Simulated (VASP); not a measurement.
# Mn (P6/mmm) in VASP: notebook

Mn is run at these levels: PBEsol; tasks: single point.

All numbers are computed with VASP 6.6.1; they aren't measurements. Logs are shortened: lines on timing, memory, paths and dates and some standing lists are left out, and cuts for length are marked.

## Step 1: The cell of the first run

The structure is hexagonal, space group P6/mmm (No. 191). Conventional cell: a = 3.854 Å, b = 3.854 Å, c = 2.423 Å, α = 90.00°, β = 90.00°, γ = 120.00°. Within 3.2 Å of Mn (site symmetry 6/mmm) lie 14 Mn at 2.42 to 2.53 Å. Mn (site symmetry -6m2) has 11 Mn at 2.22 to 2.53 Å within 2.9 Å.

This isn't the form of Mn at room conditions, which is a 58-atom cubic cell.

## Step 2: Single point, PBEsol, collinear spin, ferromagnetic start

The input, INCAR:

```
SYSTEM = Mn
PREC     = Accurate       ! precision mode
ENCUT    = 520            ! plane-wave cutoff, eV
EDIFF    = 1E-6           ! SCF threshold, eV
ISMEAR   = -1             ! smearing method
SIGMA    = 0.05           ! smearing width, eV
LREAL    = .FALSE.        ! projectors in reciprocal space
LASPH    = .TRUE.         ! aspherical terms in the spheres
NELM     = 150            ! most SCF steps
ALGO     = Normal         ! electronic algorithm
ISIF     = 2              ! what is computed and relaxed
LWAVE    = .FALSE.        ! write WAVECAR
LCHARG   = .TRUE.         ! write CHGCAR
ISPIN    = 2              ! spin polarisation
MAGMOM   = 3 3 3          ! initial moments
LORBIT   = 11             ! projections on sites
LMAXMIX  = 4              ! l up to which the mixer works
GGA      = PS             ! functional
LELF     = .TRUE.         ! ELF
LVHAR    = .TRUE.       
NBANDS   = 30             ! bands
```

The input, KPOINTS:

```
Automatic mesh
0
G
  9 9 13
  0 0 0
```

The input, POSCAR:

```
Mn
1.0
    3.8536154231      0.0000000000      0.0000000000
   -1.9268077115      3.3373288529      0.0000000000
    0.0000000000      0.0000000000      2.4234851990
Mn
3
Direct
    0.0000000000      0.0000000000      0.0000000000
    0.3333333333      0.6666666667      0.5000000000
    0.6666666667      0.3333333333      0.5000000000
```

Potentials or basis: VASP PAW PBE potentials, release 64 (Mn_pv).

Started as:

```sh
$ cat potpaw_PBE.64/Mn_pv/POTCAR > POTCAR
$ mpirun -np 1 vasp_std > vasp.out
```

OUTCAR:

```text
SYSTEM = Mn
   PREC = Accurate
   ENCUT = 520
   EDIFF = 1E-6
   ISMEAR = -1
   LREAL = .FALSE.
   LASPH = .TRUE.
   NELM = 150
   ISIF = 2
   ISPIN = 2
   LORBIT = 11
   GGA = PS

 ion  position               nearest neighbor table
   1  0.000  0.000  0.000-   2 2.53   3 2.53   2 2.53   3 2.53   3 2.53   3 2.53   2 2.53   2 2.53
                             3 2.53   3 2.53   2 2.53   2 2.53
   2  0.333  0.667  0.500-   3 2.22   3 2.22   3 2.22   1 2.53   1 2.53   1 2.53   1 2.53   1 2.53
                             1 2.53
   3  0.667  0.333  0.500-   2 2.22   2 2.22   2 2.22   1 2.53   1 2.53   1 2.53   1 2.53   1 2.53
                             1 2.53

  LATTYP: Found a hexagonal cell.
 ALAT       =     3.8536154231
 C/A-ratio  =     0.6288861064

  Lattice vectors:

 A1 = (   3.8536154231,   0.0000000000,   0.0000000000)
 A2 = (  -1.9268077115,   3.3373288529,   0.0000000000)
 A3 = (   0.0000000000,   0.0000000000,   2.4234851990)

Analysis of symmetry for initial positions (statically):
=====================================================================
 Subroutine PRICEL returns:
 Original cell was already a primitive cell.

 Routine SETGRP: Setting up the symmetry group for a
 hexagonal supercell.

 Subroutine GETGRP returns: Found 24 space group operations
 (whereof 24 operations were pure point group operations)
 out of a pool of 24 trial point group operations.

The static configuration has the point symmetry D_6h.

Analysis of symmetry for dynamics (positions and initial velocities):
=====================================================================
 Subroutine PRICEL returns:
 Original cell was already a primitive cell.

 Routine SETGRP: Setting up the symmetry group for a
 hexagonal supercell.

 Subroutine GETGRP returns: Found 24 space group operations
 (whereof 24 operations were pure point group operations)
 out of a pool of 24 trial point group operations.

The dynamic configuration has the point symmetry D_6h.

Analysis of structural, dynamic, and magnetic symmetry:
=====================================================================
 Subroutine PRICEL returns:
 Original cell was already a primitive cell.

 Routine SETGRP: Setting up the symmetry group for a
 hexagonal supercell.

 Subroutine GETGRP returns: Found 24 space group operations
 (whereof 24 operations were pure point group operations)
 out of a pool of 24 trial point group operations.

The overall configuration has the point symmetry D_6h.

 Subroutine INISYM returns: Found 24 space group operations
 (whereof 24 operations are pure point group operations),
 and found     1 'primitive' translations

----------------------------------------------------------------------------------------

[... 124 lines left out ...]
   LRPA    =     F    only Hartree local field effects (RPA)
 spin polarized calculation
  energy-cutoff  :      520.00
  volume of cell :       31.17
 maximum number of plane-waves:       863
 NGX is ok and might be reduce to    30
   NGX = 15   NGY = 15   NGZ =  9

 number of electron      39.0000086 magnetization       0.0058770

 number of electron      39.0000086 magnetization      -0.0064038

 Free energy of the ion-electron system (eV)
  ---------------------------------------------------
  ext. energy  EPLUGINS =         0.00000000
  ---------------------------------------------------
  free energy    TOTEN  =       -28.99173175 eV

  energy without entropy =      -28.96170481  energy(sigma->0) =      -28.97671828

 E-fermi :  10.7338     XC(G=0): -14.3817

 val. band max:       10.7325198818   @ k =   0.3333   0.1111   0.3846
 cond. band min:      10.7347657349   @ k =   0.3333   0.1111   0.3846
 fundamental gap:      0.0022458531
 Fermi energy:        10.7338303459

 spin component 1

 k-point     1 :       0.0000    0.0000    0.0000
  band No.  band energies     occupation
      1     -37.4061      1.00000
      2     -37.4061      1.00000
      3     -37.0282      1.00000
      4     -37.0282      1.00000
      5     -36.8931      1.00000
      6     -36.6828      1.00000
[... 781 lines left out ...]
     29      25.6272      0.00000
     30      25.6272      0.00000

 [... further k-points ...]

 spin component 2

 k-point     1 :       0.0000    0.0000    0.0000
  band No.  band energies     occupation
      1     -37.4030      1.00000
      2     -37.4030      1.00000
      3     -37.0359      1.00000
      4     -37.0359      1.00000
      5     -36.8934      1.00000
      6     -36.6791      1.00000
[... 781 lines left out ...]
     29      25.6261      0.00000
     30      25.6261      0.00000

 [... further k-points ...]

------------------------ aborting loop because EDIFF is reached ----------------------------------------

  FORCE on cell =-STRESS in cart. coord.  units (eV):
  Direction    XX          YY          ZZ          XY          YZ          ZX
  --------------------------------------------------------------------------------------
  -------------------------------------------------------------------------------------
  Total        0.0467693      0.0467693      0.0169728      0.0000000      0.0000000      0.0000000
  in kB        2.4041622      2.4041622      0.8724832      0.0000000      0.0000000      0.0000000
  external PRESSURE =       1.8936026 kB  Pullay stress =       0.0000000 kB

 VOLUME and BASIS-vectors are now :
 -----------------------------------------------------------------------------
  energy-cutoff  :      520.00
  volume of cell :       31.17
      direct lattice vectors                 reciprocal lattice vectors
     3.853615423  0.000000000  0.000000000     0.259496574  0.149820417  0.000000000
    -1.926807711  3.337328853  0.000000000     0.000000000  0.299640834  0.000000000
     0.000000000  0.000000000  2.423485199     0.000000000  0.000000000  0.412628887

 POSITION                                       TOTAL-FORCE (eV/Angst)
 -----------------------------------------------------------------------------------
      0.00000      0.00000      0.00000        -0.000000      0.000000      0.000000
     -0.00000      2.22489      1.21174         0.000000     -0.000000      0.000000
      1.92681      1.11244      1.21174        -0.000000      0.000000      0.000000
 -----------------------------------------------------------------------------------
    total drift:                               -0.000000      0.000000      0.000000

  FREE ENERGIE OF THE ION-ELECTRON SYSTEM (eV)
  ---------------------------------------------------
  free  energy   TOTEN  =       -28.9917317537 eV

  energy  without entropy=      -28.9617048132  energy(sigma->0) =      -28.97671828

 total charge

# of ion       s       p       d       tot
------------------------------------------
    1        0.419   6.412   5.178  12.009
    2        0.450   6.433   5.243  12.127
    3        0.450   6.433   5.243  12.127
--------------------------------------------------
tot          1.320  19.278  15.665  36.263

 magnetization (x)

# of ion       s       p       d       tot
------------------------------------------
    1       -0.000  -0.000  -0.012  -0.012
    2        0.000   0.000   0.003   0.003
    3        0.000   0.000   0.003   0.003
--------------------------------------------------
tot          0.000  -0.000  -0.006  -0.006
```

OSZICAR:

```text
N       E                     dE             d eps       ncg     rms          rms(c)
DAV:   1     0.435245367485E+03    0.43525E+03   -0.21399E+04 10494   0.182E+03
DAV:   2    -0.795317072867E+01   -0.44320E+03   -0.42426E+03 10104   0.498E+02
DAV:   3    -0.304884913604E+02   -0.22535E+02   -0.22160E+02 10686   0.130E+02
DAV:   4    -0.307622815246E+02   -0.27379E+00   -0.27372E+00 11136   0.147E+01
DAV:   5    -0.307679175673E+02   -0.56360E-02   -0.56360E-02 10808   0.207E+00    0.311E+01
DAV:   6    -0.292764065147E+02    0.14915E+01   -0.20906E+01 10926   0.519E+01    0.145E+01
DAV:   7    -0.379786565384E+02   -0.87023E+01   -0.56252E+01 11214   0.661E+01    0.394E+01
DAV:   8    -0.290149394493E+02    0.89637E+01   -0.41862E+01 11118   0.307E+01    0.401E+00
DAV:   9    -0.290086940050E+02    0.62454E-02   -0.33502E-01 10380   0.470E+00    0.171E+00
DAV:  10    -0.289937827243E+02    0.14911E-01   -0.28710E-02 11436   0.163E+00    0.114E+00
DAV:  11    -0.289917071903E+02    0.20755E-02   -0.50505E-03 10332   0.714E-01    0.369E-01
DAV:  12    -0.289917313272E+02   -0.24137E-04   -0.52791E-04 11190   0.241E-01    0.938E-02
DAV:  13    -0.289917297299E+02    0.15973E-05   -0.75479E-05 10716   0.104E-01    0.478E-02
DAV:  14    -0.289917313749E+02   -0.16450E-05   -0.17539E-05 10414   0.333E-02    0.203E-02
DAV:  15    -0.289917317537E+02   -0.37878E-06   -0.49887E-06  6464   0.182E-02
   1 F= -.28991732E+02 E0= -.28976718E+02  d E =-.300269E-01  mag=    -0.0057
```

Wall time 2.7 min (1 thread of Intel Xeon 8259CL, shared host); peak memory 0.23 GiB.

Results:

| Property | Result |
| --- | --- |
| Free energy | -28.9917 eV |
| Pressure | 0.2 GPa |
| Net moment | -0.01 μB per cell |
| Valence electrons inside the program's atomic spheres | Mn 12.01, 12.13 (each value once) |

Stress tensor (GPa, compression positive):
```
0.24 0.00 0.00
0.00 0.24 0.00
0.00 0.00 0.09
```

Caveat: the moments typed at the start vanished in this run; the PAW data sets were made with another functional, which shifts forces and pressure a little.

## Step 3: Single point, PBEsol, collinear spin, ferromagnetic start (9.14 Å³/atom)

This run uses another cell than the first one, of 9.14 Å³/atom.

The input, INCAR:

```
PREC = Accurate
ENCUT = 520
EDIFF = 1E-6
ISMEAR = -1
SIGMA = 0.05
LREAL = False
LASPH = True
NELM = 150
ALGO = Normal
ISIF = 2
LWAVE = False
LCHARG = False
ISPIN = 2
MAGMOM = 3 3 3
LORBIT = 11
LMAXMIX = 4
GGA = PS
NBANDS = 30
```

The input, KPOINTS:

```
Automatic mesh
0
Gamma
  11 11 15
```

The input, POSCAR:

```
Mn
1.0
    3.6928578920      0.0000000000      0.0000000000
   -1.8464289460      3.1981087470      0.0000000000
    0.0000000000      0.0000000000      2.3223870212
Mn
3
Direct
    0.0000000000      0.0000000000      0.0000000000
    0.3333333333      0.6666666667      0.5000000000
    0.6666666667      0.3333333333      0.5000000000
```

Potentials or basis: VASP PAW PBE potentials, release 64 (Mn_pv).

Started as:

```sh
$ cat potpaw_PBE.64/Mn_pv/POTCAR > POTCAR
$ mpirun -np 1 vasp_std > vasp.out
```

Run time: 3.1 min. Hardware: 1 thread of Intel Xeon 8259CL, shared host; peak memory 0.25 GiB.

The run converged. Its results:

```yaml
Free_energy: -28.4634 eV
Pressure: 51.4 GPa
Net_moment: 0.00 μB per cell
Valence_electrons_inside_the_program's_atomic_spheres: Mn 12.31, 12.44 (each value once)
```

Stress tensor (GPa, compression positive):
```
52.85  0.00  0.00
 0.00 52.85  0.00
 0.00  0.00 48.63
```

Levels at points of the mesh, in eV from the Fermi level:
Spin up:
| k point | band 16 | band 17 | band 18 | band 19 | band 20 | band 21 | band 22 | band 23 |
| --- | --- | --- | --- | --- | --- | --- | --- | --- |
| (0.00, 0.00, 0.00) | -2.04 | -1.37 | -0.70 | -0.70 | -0.17 | -0.17 | -0.03 | -0.03 |
Spin down:
| k point | band 17 | band 18 | band 19 | band 20 | band 21 | band 22 |
| --- | --- | --- | --- | --- | --- | --- |
| (0.00, 0.00, 0.00) | -1.37 | -0.70 | -0.70 | -0.17 | -0.17 | -0.03 |

Caveat: the cell stands under pressure; the moments typed at the start vanished in this run; the PAW data sets were made with another functional, which shifts forces and pressure a little.
